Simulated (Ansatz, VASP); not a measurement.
## One calculation of MgO, two programs

Contents of POSCAR:

```
MgO
1.0
    3.4841042127      0.0000000000      0.0000000000
   -1.7420521064      3.0173227576      0.0000000000
    0.0000000000      0.0000000000      4.1856875957
Mg O
2 2
Direct
    0.6666666667      0.3333333333      0.7500000000
    0.3333333333      0.6666666667      0.2500000000
    0.6604525486      0.3209050971      0.2500000000
    0.3271192152      0.6542384304      0.7500000000
```

The input INCAR.step1:

```
SYSTEM = MgO
ALGO = Normal
EDIFF = 1E-4
ENCUT = 520
GGA = PE
ISMEAR = 0
LASPH = .TRUE.
LCHARG = .FALSE.
LREAL = .FALSE.
LWAVE = .TRUE.
NBANDS = 16
NELM = 80
PREC = Accurate
SIGMA = 0.05
```

The input INCAR.step2:

```
SYSTEM = MgO
ALGO = Normal
EDIFF = 1E-6
ENCUT = 520
ISIF = 2
ISMEAR = 0
ISTART = 1
LASPH = .TRUE.
LCHARG = .TRUE.
LELF = .TRUE.
LMIXTAU = .TRUE.
LREAL = .FALSE.
LVHAR = .TRUE.
LWAVE = .FALSE.
METAGGA = R2SCAN
NBANDS = 16
NELM = 80
PREC = Accurate
SIGMA = 0.05
```

Contents of KPOINTS:

```
k-points
0
G
  6 6 6
  0 0 0
```

Input for Ansatz:

```yaml
crystal:
  lattice:
    - [3.4841042127, 0.0, 0.0]
    - [-1.7420521064, 3.0173227576, 0.0]
    - [0.0, 0.0, 4.1856875957]
  atoms:
    - { symbol: Mg, position: [0.6666666667, 0.3333333333, 0.75] }
    - { symbol: Mg, position: [0.3333333333, 0.6666666667, 0.25] }
    - { symbol: O, position: [0.6604525486, 0.3209050971, 0.25] }
    - { symbol: O, position: [0.3271192152, 0.6542384304, 0.75] }
basis:
  ecutwfc: 500
kpoints:
  mp_grid: { grid: [6, 6, 6] }
hamiltonian:
  xc: r2scan
scf:
  occupations: { method: gaussian, width: 0.05 }
output:
  forces: true
  stress: true
  eigenvalues: true
```

Change from the starting cell: all O atoms moved +0.037 Å, as atom 3 towards its neighbour atom 2 (Mg) at 2.012 Å.

Alike in both runs: task single point; functional r2SCAN; k mesh 6 × 6 × 6; occupations gaussian, width 0.05 eV; no spin polarisation.

|  | VASP | Ansatz |
| --- | --- | --- |
| version | VASP 6.6.1 | Ansatz 0.2.0 |
| potentials or method | VASP PAW PBE potentials, release 64 (Mg, O), cutoff 520 eV | scalar-relativistic, plane waves, PAW |
| valence electrons in the cell | 16 | 32 |

```csv
,VASP,Ansatz,Ansatz less VASP
gap on the k mesh at the Fermi level (eV),4.08,4.09,+0.014
least direct gap on the mesh (eV),4.08,4.09,+0.014
pressure (GPa),-0.7,0.1,+0.80
"traceless stress, the component that is largest in VASP (GPa)",-0.36,-0.17,+0.192
rms of the force components (eV/Å),0.202,0.198,-0.0038
```

VASP's potentials were made for PBE, not for r2SCAN. Atom by atom the forces differ by 0.004 eV/Å (rms over components). VASP's potentials hold 16 valence electrons a cell and Ansatz's 32, so a difference there can come from the potentials and not from the codes.
